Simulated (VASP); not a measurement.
Set up this calculation in VASP 6.6.1, as the native input.

- Task: single point
- Functional: PBEsol
- Dispersion: D3(BJ)
- Potentials or basis: VASP PAW PBE potentials, release 64 (In_d, O)
- Cutoff: 520 eV
- k mesh: 12 × 12 × 4
- Occupations: gaussian, width 0.05 eV
- Spin: no spin polarisation
- Dipole correction: no
- Further INCAR settings: ALGO = Normal; EDIFF = 1e-06; NBANDS = 27

The structure of InO lies in POSCAR:

```
InO
1.0
    3.4213980954      0.0000000000      0.0000000000
   -1.7106990477      2.9630176671      0.0000000000
    0.0000000000      0.0000000000     15.3602892440
In O
2 2
Direct
    0.6666666667      0.3333333333      0.5886730781
    0.6666666667      0.3333333333      0.4113269219
    0.0000000000      0.0000000000      0.6398171659
    0.0000000000      0.0000000000      0.3601828341
```

This cell differs from its parent crystal: ratio of the length along z to the lengths across it x 0.96, volume and fractional coordinates fixed.

These files were run (other wordings do the same):

INCAR

```
SYSTEM = InO
PREC = Accurate
ENCUT = 520
EDIFF = 1E-6
ISMEAR = 0
SIGMA = 0.05
LREAL = .False.
LASPH = .True.
NELM = 100
ALGO = Normal
ISIF = 2
LWAVE = .False.
LCHARG = .True.
GGA = PS
IVDW = 12
LELF = .True.
LVHAR = .True.
NBANDS = 27
```

KPOINTS

```
Automatic mesh
0
Gamma
  12 12 4
  0 0 0
```

Potentials or basis: VASP PAW PBE potentials, release 64 (In_d, O).

Command:

```console
$ cat potpaw_PBE.64/In_d/POTCAR potpaw_PBE.64/O/POTCAR > POTCAR
$ mpirun -np 1 vasp_std > vasp.out
```

It gave:

```json
{"Largest force": "0.473 eV/Å", "Band gap on the k mesh": "0.60 eV (least direct gap 1.20 eV)", "Dispersion energy per atom": "-0.128 eV"}
```

Caveat: the PAW data sets were made with another functional, which shifts forces and pressure a little; spin-orbit coupling is left out, which moves the levels of the heavy elements.

It took 2.7 min on 1 thread of Intel(R) Xeon(R) 6975P-C (Granite Rapids) (shared host), peak memory 0.42 GiB.
